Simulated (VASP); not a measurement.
# Ni (Im-3m) in VASP: a series of runs, part 2 of 2

VASP 6.6.1. Earlier steps stand in the parts before.

### 3 Relaxation of cell and atoms, RPBE

This run uses another cell than the first one, of 10.94 Å³/atom, 0.973 times its volume.

INCAR reads:

```
SYSTEM = Ni
  PREC = Accurate
  ENCUT = 600
  EDIFF = 1E-7
  ISMEAR = -1
  SIGMA = 0.1
  LREAL = .False.
  LASPH = .True.
  NELM = 80
  ALGO = Normal
  ISIF = 3
  LWAVE = .False.
  LCHARG = .False.
  GGA = RP
  IBRION = 2
  NSW = 80
  EDIFFG = -0.01
```

KPOINTS reads:

```
regular mesh
0
Gamma
  16 16 16
  0 0 0
```

POSCAR reads:

```
Ni
1.0
   -1.3984527048      1.3984527048      1.3984527048
    1.3984527048     -1.3984527048      1.3984527048
    1.3984527048      1.3984527048     -1.3984527048
Ni
1
Direct
    0.0000000000      0.0000000000      0.0000000000
```

Potentials or basis: VASP PAW PBE potentials, release 64 (Ni).

Launch:

```
cat potpaw_PBE.64/Ni/POTCAR > POTCAR
mpirun -np 1 vasp_std > vasp.out
```

OUTCAR:

```text
SYSTEM = Ni
   PREC = Accurate
   ENCUT = 600
   EDIFF = 1E-7
   ISMEAR = -1
   LREAL = .False.
   LASPH = .True.
   NELM = 80
   ISIF = 3
   GGA = RP
   IBRION = 2
   NSW = 80
   EDIFFG = -0.01

 ion  position               nearest neighbor table
   1  0.000  0.000  0.000-

  LATTYP: Found a body centered cubic cell.
 ALAT       =     2.7969054096

  Lattice vectors:

 A1 = (  -1.3984527048,   1.3984527048,   1.3984527048)
 A2 = (   1.3984527048,  -1.3984527048,   1.3984527048)
 A3 = (   1.3984527048,   1.3984527048,  -1.3984527048)

Analysis of symmetry for initial positions (statically):
=====================================================================
 Subroutine PRICEL returns:
 Original cell was already a primitive cell.

[... 248 lines left out ...]

 E-fermi :   8.8658     XC(G=0): -12.9290

 val. band max:        8.8632674718   @ k =  -0.3750   0.4375   0.1875
 cond. band min:       8.8726074685   @ k =  -0.4375  -0.4375   0.2500
 fundamental gap:      0.0093399967
 Fermi energy:         8.8657560309

 k-point     1 :       0.0000    0.0000    0.0000
  band No.  band energies     occupation
      1       0.2737      2.00000
      2       7.0615      2.00000
      3       7.0615      2.00000
      4       7.0615      2.00000
      5       8.3132      1.99206
      6       8.3132      1.99206
      7      34.9378      0.00000
      8      34.9378      0.00000
      9      34.9378      0.00000
[... 265 lines left out ...]
 k-point    24 :       0.2500    0.1875   -0.0000
  band No.  band energies     occupation
      1       4.7313      2.00000
      2       6.3331      2.00000
      3       6.6324      2.00000
      4       8.1102      1.99895
      5       8.5166      1.94089
      6       9.7351      0.00034
      7      20.5421      0.00000
      8      22.6761      0.00000
      9      28.8802      0.00000

 [... further k-points ...]
[... 5 lines left out ...]
  --------------------------------------------------------------------------------------
  -------------------------------------------------------------------------------------
  Total        0.0012925      0.0012925      0.0012925      0.0000000     -0.0000000      0.0000000
  in kB        0.1840429      0.1840429      0.1840429      0.0000000     -0.0000000      0.0000000
  external PRESSURE =       0.1840429 kB  Pullay stress =       0.0000000 kB
[... 16 lines left out ...]
  FREE ENERGIE OF THE ION-ELECTRON SYSTEM (eV)
  ---------------------------------------------------
  free  energy   TOTEN  =        -4.8738815112 eV

  energy  without entropy=       -4.8002154815  energy(sigma->0) =       -4.83704850

 reached required accuracy - stopping structural energy minimisation
```

OSZICAR:

```text
N       E                     dE             d eps       ncg     rms          rms(c)
DAV:   1     0.254264048888E+02    0.25426E+02   -0.56092E+03  2658   0.169E+03
DAV:   2    -0.533701613788E+01   -0.30763E+02   -0.29730E+02  2630   0.174E+02
DAV:   3    -0.576712711373E+01   -0.43011E+00   -0.42879E+00  2906   0.275E+01
[... 25 lines left out ...]
DAV:   3    -0.487619111825E+01    0.39970E-01   -0.31126E-01  2700   0.859E+00    0.365E-01
DAV:   4    -0.487388068459E+01    0.23104E-02   -0.36222E-03  3388   0.478E-01    0.625E-02
DAV:   5    -0.487388690141E+01   -0.62168E-05   -0.11808E-04  2782   0.145E-01    0.380E-02
DAV:   6    -0.487388170346E+01    0.51979E-05   -0.42068E-06  3383   0.311E-02    0.184E-03
DAV:   7    -0.487388141819E+01    0.28527E-06   -0.66333E-08  1586   0.248E-03    0.893E-04
DAV:   8    -0.487388151117E+01   -0.92973E-07   -0.22289E-08  1314   0.157E-03
   3 F= -.48738815E+01 E0= -.48370485E+01  d E =-.496156E-02
```

CONTCAR:

```text
Ni
   1.00000000000000
    -1.4116410685410163    1.4116410685410163    1.4116410685410163
     1.4116410685410163   -1.4116410685410163    1.4116410685410163
     1.4116410685410163    1.4116410685410163   -1.4116410685410163
  Ni
     1
Direct
     0.0000000000000000    0.0000000000000000    0.0000000000000000

  0.00000000E+00  0.00000000E+00  0.00000000E+00
```

Wall time 42 s (1 thread of Intel Xeon Platinum 8175M at 2.50GHz (Skylake/Cascade Lake), shared host); peak memory 0.14 GiB.

What came out:

* Free energy: -4.8739 eV
* Relaxed volume: 11.25 Å³/atom
* Relaxed cell: a = 2.445 Å, b = 2.445 Å, c = 2.445 Å, α = 109.47°, β = 109.47°, γ = 109.47°
* Space group after relaxing (to 0.05 Å): Im-3m (No. 229)
* Energy gained by relaxing: 5.0 meV/atom
* Ionic steps: 3
* Pressure after relaxing: 0.0 GPa
* Band gap on the k mesh: zero (band 5 reaches 9.22 eV, above the bottom of band 6 at 8.25 eV)

Step by step:
```csv
step,energy change (eV),largest force (eV/Å),pressure (GPa),volume (Å³)
1,0.0000,0.0000,5.26,10.94
2,-0.0017,0.0000,-3.80,11.52
3,-0.0050,0.0000,0.02,11.25
```

Final structure:
```yaml
crystal:
  lattice:
    - [-1.41164, 1.41164, 1.41164]
    - [1.41164, -1.41164, 1.41164]
    - [1.41164, 1.41164, -1.41164]
  atoms:
    - { symbol: Ni, position: [0.00000, 0.00000, 0.00000] }
```

Caveat: the PAW data sets were made with another functional, which shifts forces and pressure a little; the run has no spin polarisation, though such a crystal can be magnetic. Spin polarisation is off, so any magnetic state and its effect on volume and gap are missing.

### 4 Single point, RPBE, collinear spin, antiferromagnetic start

This run uses another cell than the first one: it holds 2 atoms, not 1.

INCAR reads:

```
ALGO = Normal ; EDIFF = 1E-7
ENCUT = 520 ; GGA = RP
ISIF = 2 ; ISMEAR = -1
ISPIN = 2 ; LASPH = True
LCHARG = False ; LMAXMIX = 4
LORBIT = 11 ; LREAL = False
LWAVE = False ; MAGMOM = 0.8 -0.8
NBANDS = 21 ; NELM = 150
PREC = Accurate ; SIGMA = 0.05
```

KPOINTS reads:

```
k-points
0
Gamma
  11 11 11
```

POSCAR reads:

```
Ni
1.0
    2.8195108465      0.0000000000      0.0000000000
    0.0000000000      2.8195108465      0.0000000000
    0.0000000000      0.0000000000      2.8195108465
Ni
2
Direct
    0.0000000000      0.0000000000      0.0000000000
    0.5000000000      0.5000000000      0.5000000000
```

Launch:

```
cat potpaw_PBE.64/Ni/POTCAR > POTCAR
mpirun -np 1 vasp_std > vasp.out
```

It took 30 s on 1 thread of Intel Xeon 6975P-C, shared host; peak memory 0.17 GiB.

It converged, with:

- Free energy: -9.6932 eV
- Pressure: 0.2 GPa
- Band gap on the k mesh: zero (filled and empty bands overlap)
- Net moment: 0.00 μB per cell
- Valence electrons inside the program's atomic spheres: Ni 9.26

Levels at points of the mesh, in eV from the Fermi level:
Spin up:
| k point | band 7 | band 8 | band 9 | band 10 | band 11 | band 12 | band 13 | band 14 |
| --- | --- | --- | --- | --- | --- | --- | --- | --- |
| (0.00, 0.00, 0.00) | -0.54 | -0.54 | 0.16 | 0.16 | 0.16 | 9.72 | 9.72 | 9.72 |
Spin down:
| k point | band 8 | band 9 | band 10 | band 11 | band 12 | band 13 |
| --- | --- | --- | --- | --- | --- | --- |
| (0.00, 0.00, 0.00) | -0.54 | 0.16 | 0.16 | 0.16 | 9.72 | 9.72 |

Caveat: the PAW data sets were made with another functional, which shifts forces and pressure a little.

### 5 Single point, RPBE, collinear spin, ferromagnetic start (volume scaled by 1.04)

INCAR reads:

```
PREC = Accurate
ENCUT = 520
EDIFF = 1E-7
ISMEAR = -1
SIGMA = 0.05
LREAL = F
LASPH = T
NELM = 150
ALGO = Normal
ISIF = 2
LWAVE = F
LCHARG = F
ISPIN = 2
MAGMOM = -0.605 -0.605
LORBIT = 11
LMAXMIX = 4
GGA = RP
NBANDS = 21
```

KPOINTS reads:

```
regular mesh
0
Gamma
  13 13 13
```

POSCAR reads:

```
Ni
1.0
    2.8566139283      0.0000000000      0.0000000000
    0.0000000000      2.8566139283      0.0000000000
    0.0000000000      0.0000000000      2.8566139283
Ni
2
Direct
    0.0000000000      0.0000000000      0.0000000000
    0.5000000000      0.5000000000      0.5000000000
```

Launch:

```
cat potpaw_PBE.64/Ni/POTCAR > POTCAR
mpirun -np 1 vasp_std > vasp.out
```

Run time: 43 s. Hardware: 1 thread of Intel Xeon 6975P-C, shared host; peak memory 0.19 GiB.

The run converged. Its results:

```yaml
Free_energy: -9.7272 eV
Pressure: -4.5 GPa
Net_moment: -1.19 μB per cell
Site_moments: Ni -0.61 μB
Valence_electrons_inside_the_program's_atomic_spheres: Ni 9.19
```

Levels at points of the mesh, in eV from the Fermi level:
Spin up:
| k point | band 8 | band 9 | band 10 | band 11 | band 12 | band 13 |
| --- | --- | --- | --- | --- | --- | --- |
| (0.00, 0.00, 0.00) | -0.35 | 0.47 | 0.47 | 0.47 | 9.40 | 9.40 |
Spin down:
| k point | band 7 | band 8 | band 9 | band 10 | band 11 | band 12 | band 13 | band 14 | band 15 | band 16 |
| --- | --- | --- | --- | --- | --- | --- | --- | --- | --- | --- |
| (0.00, 0.00, 0.00) | -0.88 | -0.88 | -0.36 | -0.36 | -0.36 | 9.39 | 9.39 | 9.39 | 14.96 | 14.96 |

Caveat: the cell differs from its parent crystal (volume scaled by 1.04); the PAW data sets were made with another functional, which shifts forces and pressure a little.

### 6 Summary

| task | spin | cell | k mesh | cutoff (eV) | smearing | gap on the mesh (eV) | pressure (GPa) | moment (μB) |
| --- | --- | --- | --- | --- | --- | --- | --- | --- |
| single point | off | a = 2.445 Å, angles 109.5°, 1 atom | 16 × 16 × 16 | 520 | fermi-dirac 0.1 eV | none | 0.2 | - |
| relaxation of cell and atoms | off | relaxed from a = 2.422 Å, angles 109.5°, 1 atom | 16 × 16 × 16 | 600 | fermi-dirac 0.1 eV | none | 0.0 | - |
| single point | collinear, antiferromagnetic start | a = 2.820 Å, 2 atoms | 11 × 11 × 11 | 520 | fermi-dirac 0.05 eV | none | 0.2 | 0.00 |
| single point | collinear, ferromagnetic start | a = 2.857 Å, 2 atoms | 13 × 13 × 13 | 520 | fermi-dirac 0.05 eV | none | -4.5 | 1.19 |

Alike in all rows: level RPBE; potentials or basis VASP PAW PBE potentials, release 64 (Ni).

Caveats: the PAW data sets were made with another functional, which shifts forces and pressure a little.

Total energies depend on the potentials used, so only differences within one code and one set of settings carry meaning.
